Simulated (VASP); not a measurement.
# Mo (Im-3m) in VASP: further runs

The runs below take Mo through elastic constants, vibrations by perturbation theory, electric field gradients, with PBE, PBEsol, LDA, BLYP.

All numbers are computed with VASP 6.6.1; they aren't measurements. Logs are shortened: lines on timing, memory, paths and dates and some standing lists are left out, and cuts for length are marked.

### 1 The cell of the first run

It takes space group Im-3m (No. 229, cubic). Conventional cell: a = 3.168 Å, b = 3.168 Å, c = 3.168 Å, α = 90.00°, β = 90.00°, γ = 90.00°. Mo (site symmetry m-3m) has 14 Mo at 2.74 to 3.17 Å within 3.6 Å.

### 2 Elastic constants, PBE

Input file INCAR:

```
PREC = Accurate
ENCUT = 600
EDIFF = 1E-8
ISMEAR = -1
SIGMA = 0.05
LREAL = False
LASPH = True
NELM = 80
ALGO = Normal
ISIF = 3
LWAVE = False
LCHARG = True
GGA = PE
NBANDS = 13
IBRION = 6
NFREE = 2
POTIM = 0.015
NSW = 1
```

Input file KPOINTS:

```
Automatic mesh
0
Gamma
  9 9 9
```

Input file POSCAR:

```
Mo
1.0
   -1.5838089719      1.5838089719      1.5838089719
    1.5838089719     -1.5838089719      1.5838089719
    1.5838089719      1.5838089719     -1.5838089719
Mo
1
Direct
    0.0000000000      0.0000000000      0.0000000000
```

Potentials or basis: VASP PAW PBE potentials, release 64 (Mo_sv).

Run with:

```bash
cat potpaw_PBE.64/Mo_sv/POTCAR > POTCAR
mpirun -np 1 vasp_std > vasp.out
```

OUTCAR:

```text
PREC = Accurate
   ENCUT = 600
   EDIFF = 1E-8
   ISMEAR = -1
   LREAL = False
   LASPH = True
   NELM = 80
   ISIF = 3
   GGA = PE
   IBRION = 6
   NFREE = 2
   POTIM = 0.015
   NSW = 1

 ion  position               nearest neighbor table
   1  0.000  0.000  0.000-

  LATTYP: Found a body centered cubic cell.
 ALAT       =     3.1676179438

  Lattice vectors:

 A1 = (  -1.5838089719,   1.5838089719,   1.5838089719)
 A2 = (   1.5838089719,  -1.5838089719,   1.5838089719)
 A3 = (   1.5838089719,   1.5838089719,  -1.5838089719)

Analysis of symmetry for initial positions (statically):
=====================================================================
 Subroutine PRICEL returns:
 Original cell was already a primitive cell.

 Routine SETGRP: Setting up the symmetry group for a
 body centered cubic supercell.

 Subroutine GETGRP returns: Found 48 space group operations
 (whereof 48 operations were pure point group operations)
 out of a pool of 48 trial point group operations.

The static configuration has the point symmetry O_h .

Analysis of symmetry for dynamics (positions and initial velocities):
=====================================================================
 Subroutine PRICEL returns:
 Original cell was already a primitive cell.

 Routine SETGRP: Setting up the symmetry group for a
 body centered cubic supercell.

 Subroutine GETGRP returns: Found 48 space group operations
 (whereof 48 operations were pure point group operations)
 out of a pool of 48 trial point group operations.

The dynamic configuration has the point symmetry O_h .

 Subroutine INISYM returns: Found 48 space group operations
 (whereof 48 operations are pure point group operations),
 and found     1 'primitive' translations

----------------------------------------------------------------------------------------

                                     Primitive cell

  volume of cell :      15.8916

  direct lattice vectors                    reciprocal lattice vectors
    -1.583808972  1.583808972  1.583808972     0.000000000  0.315694638  0.315694638
     1.583808972 -1.583808972  1.583808972     0.315694638  0.000000000  0.315694638
     1.583808972  1.583808972 -1.583808972     0.315694638  0.315694638  0.000000000

  length of vectors
     2.743237609  2.743237609  2.743237609     0.446459639  0.446459639  0.446459639

  position of ions in fractional coordinates (direct lattice)
     0.000000000  0.000000000  0.000000000

  ion indices of the primitive-cell ions
   primitive index   ion index
                 1           1

----------------------------------------------------------------------------------------

 KPOINTS: Automatic mesh

Automatic generation of k-mesh.
 Grid dimensions read from file:
 generate k-points for:    9    9    9

 Generating k-lattice:

  Cartesian coordinates                     Fractional coordinates (reciprocal lattice)
     0.000000000  0.035077182  0.035077182     0.111111111  0.000000000  0.000000000
     0.035077182  0.000000000  0.035077182     0.000000000  0.111111111  0.000000000
     0.035077182  0.035077182  0.000000000     0.000000000  0.000000000  0.111111111

  Length of vectors
     0.049606627  0.049606627  0.049606627

  Shift w.r.t. Gamma in fractional coordinates (k-lattice)
[... 92 lines left out ...]

 number of electron      14.0000002 magnetization

 Free energy of the ion-electron system (eV)
  ---------------------------------------------------
  ext. energy  EPLUGINS =         0.00000000
  ---------------------------------------------------
  free energy    TOTEN  =       -10.95276205 eV

  energy without entropy =      -10.94709035  energy(sigma->0) =      -10.94992620

------------------------ aborting loop because EDIFF is reached ----------------------------------------

  FORCE on cell =-STRESS in cart. coord.  units (eV):
  Direction    XX          YY          ZZ          XY          YZ          ZX
  --------------------------------------------------------------------------------------
  -------------------------------------------------------------------------------------
  Total       -0.1631624     -0.1631624     -0.1631624      0.0000000     -0.0000000     -0.0000000
  in kB      -16.4498635    -16.4498635    -16.4498635      0.0000000     -0.0000000     -0.0000000
  external PRESSURE =     -16.4498635 kB  Pullay stress =       0.0000000 kB
[... 86 lines left out ...]
  FREE ENERGIE OF THE ION-ELECTRON SYSTEM (eV)
  ---------------------------------------------------
  free  energy   TOTEN  =       -10.9500155781 eV

  energy  without entropy=      -10.9449368997  energy(sigma->0) =      -10.94747624

[... ionic steps 4 to 12 ...]

--------------------------------------- Ionic step       13  -------------------------------------------

 number of electron      14.0000002 magnetization

------------------------ aborting loop because EDIFF is reached ----------------------------------------
[... 65 lines left out ...]
--------------------------------------- Ionic step       15  -------------------------------------------

 number of electron      14.0000001 magnetization

 Free energy of the ion-electron system (eV)
  ---------------------------------------------------
  ext. energy  EPLUGINS =         0.00000000
  ---------------------------------------------------
  free energy    TOTEN  =       -10.95276098 eV

  energy without entropy =      -10.94708928  energy(sigma->0) =      -10.94992513

 E-fermi :  12.3028     XC(G=0): -13.2984

 val. band max:       12.2797410442   @ k =  -0.3333   0.3333   0.2222
 cond. band min:      12.5132073471   @ k =  -0.4444   0.4444   0.2222
 fundamental gap:      0.2334663030
 Fermi energy:        12.3028139166

 k-point     1 :       0.0000    0.0000    0.0000
  band No.  band energies     occupation
      1     -48.9565      2.00000
      2     -22.2602      2.00000
      3     -22.2602      2.00000
      4     -22.2602      2.00000
      5       5.1493      2.00000
      6      10.9923      2.00000
      7      10.9923      2.00000
      8      10.9923      2.00000
      9      13.9580      0.00000
     10      13.9580      0.00000
     11      27.1369      0.00000
     12      27.1369      0.00000
     13      27.1369      0.00000
[... 354 lines left out ...]
  band No.  band energies     occupation
      1     -48.6666      2.00000
      2     -23.4517      2.00000
      3     -22.8889      2.00000
      4     -22.4710      2.00000
      5       8.0823      2.00000
      6       9.8777      2.00000
      7      10.4911      2.00000
      8      13.0805      0.00000
      9      15.9003      0.00000
     10      19.2697      0.00000
     11      23.0425      0.00000
     12      26.0292      0.00000
     13      28.8032      0.00000

 [... further k-points ...]
[... 5 lines left out ...]
  --------------------------------------------------------------------------------------
  -------------------------------------------------------------------------------------
  Total       -0.1631741     -0.1631741     -0.1631741     -0.0000000     -0.0000000     -0.0000000
  in kB      -16.4510441    -16.4510441    -16.4510441     -0.0000000     -0.0000000     -0.0000000
  external PRESSURE =     -16.4510441 kB  Pullay stress =       0.0000000 kB
[... 16 lines left out ...]
  FREE ENERGIE OF THE ION-ELECTRON SYSTEM (eV)
  ---------------------------------------------------
  free  energy   TOTEN  =       -10.9527609832 eV

  energy  without entropy=      -10.9470892764  energy(sigma->0) =      -10.94992513

 INTERNAL STRAIN TENSORS FROM STRAINED CELLS
 ============================================

 INTERNAL STRAIN TENSOR FOR ION    1 for displacements in x,y,z  (eV/Angst):
          X           Y           Z          XY          YZ          ZX
  --------------------------------------------------------------------------------
  x    -0.00000    -0.00000    -0.00000     0.00000    -0.00000    -0.00000
  y     0.00000    -0.00000     0.00000     0.00000     0.00000     0.00000
  z     0.00000     0.00000    -0.00000     0.00000    -0.00000     0.00000

 INTERNAL STRAIN TENSORS FROM DISPLACED ATOMS
 ============================================

 INTERNAL STRAIN TENSOR FOR ION    1 for displacements in x,y,z  (eV/Angst):
          X           Y           Z          XY          YZ          ZX
  --------------------------------------------------------------------------------
  x     0.00000     0.00000     0.00000     0.00000     0.00000     0.00000
  y     0.00000     0.00000     0.00000     0.00000     0.00000     0.00000
  z     0.00000     0.00000     0.00000     0.00000     0.00000     0.00000

 Eigenvectors and eigenvalues of the dynamical matrix
 ----------------------------------------------------

   1 f  =    0.000000 THz     0.000000 2PiTHz    0.000000 cm-1     0.000000 meV
             X         Y         Z           dx          dy          dz
      0.000000  0.000000  0.000000    -0.871352   -0.490658    0.000000

   2 f  =    0.000000 THz     0.000000 2PiTHz    0.000000 cm-1     0.000000 meV
             X         Y         Z           dx          dy          dz
      0.000000  0.000000  0.000000     0.000000    0.000000    1.000000

   3 f  =    0.000000 THz     0.000000 2PiTHz    0.000000 cm-1     0.000000 meV
             X         Y         Z           dx          dy          dz
      0.000000  0.000000  0.000000    -0.490658    0.871352    0.000000

--------------------------------------------------------------------------------------------------------

 ELASTIC MODULI CONTR FROM IONIC RELAXATION (kBar)
 Direction    XX          YY          ZZ          XY          YZ          ZX
 --------------------------------------------------------------------------------
 XX           0.0000      0.0000      0.0000      0.0000      0.0000      0.0000
 YY           0.0000      0.0000      0.0000      0.0000      0.0000      0.0000
 ZZ           0.0000      0.0000      0.0000      0.0000      0.0000      0.0000
 XY           0.0000      0.0000      0.0000      0.0000      0.0000      0.0000
 YZ           0.0000      0.0000      0.0000      0.0000      0.0000      0.0000
 ZX           0.0000      0.0000      0.0000      0.0000      0.0000      0.0000
 --------------------------------------------------------------------------------

 TOTAL ELASTIC MODULI (kBar)
 Direction    XX          YY          ZZ          XY          YZ          ZX
 --------------------------------------------------------------------------------
 XX        4544.4942   1598.2272   1598.2272     -0.0000      0.0000      0.0000
 YY        1598.2272   4544.4942   1598.2272     -0.0000     -0.0000     -0.0000
 ZZ        1598.2272   1598.2272   4544.4942      0.0000      0.0000     -0.0000
 XY          -0.0000     -0.0000      0.0000   1018.9357      0.0000      0.0000
 YZ           0.0000     -0.0000      0.0000      0.0000   1018.9357      0.0000
 ZX           0.0000     -0.0000     -0.0000      0.0000      0.0000   1018.9357
 --------------------------------------------------------------------------------
```

Run time: 2.2 min. Hardware: 1 thread of Intel Xeon Platinum 8488C (Sapphire Rapids), shared host; peak memory 0.22 GiB.

Results:

```yaml
Elastic_constants_C11_C12_C44: 454, 160, 102 GPa
Voigt_bulk_modulus: 258 GPa
```

Elastic tensor in Voigt notation (GPa, in the Cartesian axes of the cell as first typed):
```
454 160 160   0   0   0
160 454 160   0   0   0
160 160 454   0   0   0
  0   0   0 102   0   0
  0   0   0   0 102   0
  0   0   0   0   0 102
```

Clamped-ion elastic tensor (GPa):
```
454 160 160   0   0   0
160 454 160   0   0   0
160 160 454   0   0   0
  0   0   0 102   0   0
  0   0   0   0 102   0
  0   0   0   0   0 102
```

Caveat: the cell is under stress, which shifts elastic constants.

### 3 Vibrations by perturbation theory, PBEsol

Input file INCAR:

```
ALGO = Normal
EDIFF = 1E-8
ENCUT = 520
GGA = PS
IBRION = 8
ISIF = 2
ISMEAR = -1
LASPH = T
LCHARG = T
LREAL = F
LWAVE = F
NELM = 100
NSW = 1
PREC = Accurate
SIGMA = 0.05
```

Input file KPOINTS:

```
k-points
0
Gamma
  10 10 10
```

POSCAR is that of step 2.

Potentials or basis: VASP PAW PBE potentials, release 64 (Mo_sv).

Run with:

```bash
cat potpaw_PBE.64/Mo_sv/POTCAR > POTCAR
mpirun -np 1 vasp_std > vasp.out
```

OUTCAR:

```text
EDIFF = 1E-8
   ENCUT = 520
   GGA = PS
   IBRION = 8
   ISIF = 2
   ISMEAR = -1
   LASPH = T
   LREAL = F
   NELM = 100
   NSW = 1
   PREC = Accurate

 ion  position               nearest neighbor table
   1  0.000  0.000  0.000-

  LATTYP: Found a body centered cubic cell.
 ALAT       =     3.1676179438

  Lattice vectors:

 A1 = (  -1.5838089719,   1.5838089719,   1.5838089719)
 A2 = (   1.5838089719,  -1.5838089719,   1.5838089719)
 A3 = (   1.5838089719,   1.5838089719,  -1.5838089719)

Analysis of symmetry for initial positions (statically):
[... 571 lines left out ...]
  y     0.00000     0.00000     0.00000     0.00000     0.00000     0.00000
  z     0.00000     0.00000     0.00000     0.00000     0.00000     0.00000

 SECOND DERIVATIVES (NOT SYMMETRIZED)
 ------------------------------------
               1X          1Y          1Z
  1X    -0.038272    0.000000    0.000000
  1Y     0.000000   -0.038272    0.000000
  1Z     0.000000    0.000000   -0.038272

 Eigenvectors and eigenvalues of the dynamical matrix
 ----------------------------------------------------

   1 f  =    0.312241 THz     1.961867 2PiTHz   10.415231 cm-1     1.291323 meV
             X         Y         Z           dx          dy          dz
      0.000000  0.000000  0.000000     1.000000    0.000000    0.000000

   2 f  =    0.312241 THz     1.961867 2PiTHz   10.415231 cm-1     1.291323 meV
             X         Y         Z           dx          dy          dz
      0.000000  0.000000  0.000000     0.000000    1.000000    0.000000

   3 f  =    0.312241 THz     1.961867 2PiTHz   10.415231 cm-1     1.291323 meV
             X         Y         Z           dx          dy          dz
      0.000000  0.000000  0.000000     0.000000    0.000000    1.000000

--------------------------------------------------------------------------------------------------------

 ELASTIC MODULI CONTR FROM IONIC RELAXATION (kBar)
 Direction    XX          YY          ZZ          XY          YZ          ZX
 --------------------------------------------------------------------------------
 XX           0.0000      0.0000      0.0000      0.0000      0.0000      0.0000
 YY           0.0000      0.0000      0.0000      0.0000      0.0000      0.0000
 ZZ           0.0000      0.0000      0.0000      0.0000      0.0000      0.0000
 XY           0.0000      0.0000      0.0000      0.0000      0.0000      0.0000
 YZ           0.0000      0.0000      0.0000      0.0000      0.0000      0.0000
 ZX           0.0000      0.0000      0.0000      0.0000      0.0000      0.0000
 --------------------------------------------------------------------------------
```

stdout:

```text
POSCAR found type information on POSCAR Mo
 POSCAR found :  1 types and       1 ions
 scaLAPACK will be used
 -----------------------------------------------------------------------------
|                                                                             |
|                                                                             |
|     You enforced a specific xc type in the INCAR file but a different       |
|     I HOPE YOU KNOW WHAT YOU ARE DOING!                                     |
|                                                                             |
 -----------------------------------------------------------------------------

 LDA part: xc-table for (Slater+PW92), standard interpolation
 POSCAR, INCAR and KPOINTS ok, starting setup
 FFT: planning ... GRIDC
 FFT: planning ... GRID_SOFT
 FFT: planning ... GRID
 WAVECAR not read
 entering main loop
 Linear response reoptimize wavefunctions to high precision
 Linear response DOF=           1
 Linear response progress:
 first order change of Fermi-energy   0.13256E-03
 force on displaced ion       1 direction 1 :  -0.038   0.000   0.000
 Linear response finished
```

Run time: 99 s. Hardware: 1 thread of AMD EPYC 7R13, shared host; peak memory 0.13 GiB.

Caveat: the PAW data sets were made with another functional, which shifts forces and pressure a little.

(Part 1 of 2 ends here.)
